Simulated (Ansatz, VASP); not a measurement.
## One calculation of BaTiO3, two programs

INCAR

```
SYSTEM = BaTiO3
  PREC = Accurate
  ENCUT = 520
  EDIFF = 1E-6
  ISMEAR = 0
  SIGMA = 0.01
  LREAL = .FALSE.
  LASPH = .TRUE.
  NELM = 80
  ALGO = Normal
  ISIF = 2
  LWAVE = .FALSE.
  LCHARG = .FALSE.
  GGA = PS
  IVDW = 13
  NBANDS = 28
```

The input KPOINTS:

```
regular mesh
0
G
  4 4 4
  0 0 0
```

POSCAR

```
BaTiO3
1.0
    2.8574700000      1.5884900000      2.3664400000
   -2.7608700000      1.5870200000      2.2496700000
    0.0470200000     -3.3027700000      2.3976500000
Ba Ti O
1 1 3
Direct
    0.9816000000      0.0107500000      0.9878300000
    0.4865663823      0.4900900124      0.5048691149
    0.5041000000      0.4895800000      0.0208700000
    0.0283200000      0.5017200000      0.5090800000
    0.5217800000      0.0261100000      0.4997500000
```

Input for Ansatz:

```yaml
crystal:
  lattice:
    - [2.85747, 1.58849, 2.36644]
    - [-2.76087, 1.58702, 2.24967]
    - [0.04702, -3.30277, 2.39765]
  atoms:
    - { symbol: Ba, position: [0.9816, 0.01075, 0.98783] }
    - { symbol: Ti, position: [0.4865663822721359, 0.49009001240033223, 0.5048691149414098] }
    - { symbol: O, position: [0.5041, 0.48958, 0.02087] }
    - { symbol: O, position: [0.02832, 0.50172, 0.50908] }
    - { symbol: O, position: [0.52178, 0.02611, 0.49975] }
basis:
  ecutwfc: 540.0
  xc_grid: 2
kpoints:
  mp_grid:
    grid: [4, 4, 4]
hamiltonian:
  xc: pbesol
  dispersion: d4
scf:
  convergence:
    dr2_threshold: 1.0e-09
  occupations:
    method: fixed
output:
  forces: true
  stress: true
```

Alike in both runs: task single point; functional PBEsol; dispersion D4; k mesh 4 × 4 × 4; no spin polarisation.

```csv
,VASP,Ansatz
version,VASP 6.6.1,Ansatz 0.2.0
potentials or method,"VASP PAW PBE potentials, release 64 (Ba_sv, Ti_sv, O), cutoff 520 eV","plane waves, PAW"
occupations,"gaussian, width 0.01 eV",fixed
valence electrons in the cell,40,40
```

|  | VASP | Ansatz | Ansatz less VASP |
| --- | --- | --- | --- |
| pressure (GPa) | 0.4 | -1.5 | -1.92 |
| traceless stress, the component that is largest in VASP (GPa) | 4.56 | 4.44 | -0.121 |
| rms of the force components (eV/Å) | 0.499 | 0.477 | -0.0215 |

VASP's potentials were made for PBE, not for PBEsol. Atom by atom the forces differ by 0.041 eV/Å (rms over components). Ansatz's warnings: stress scf threshold loose.

Spin-orbit coupling is off throughout.
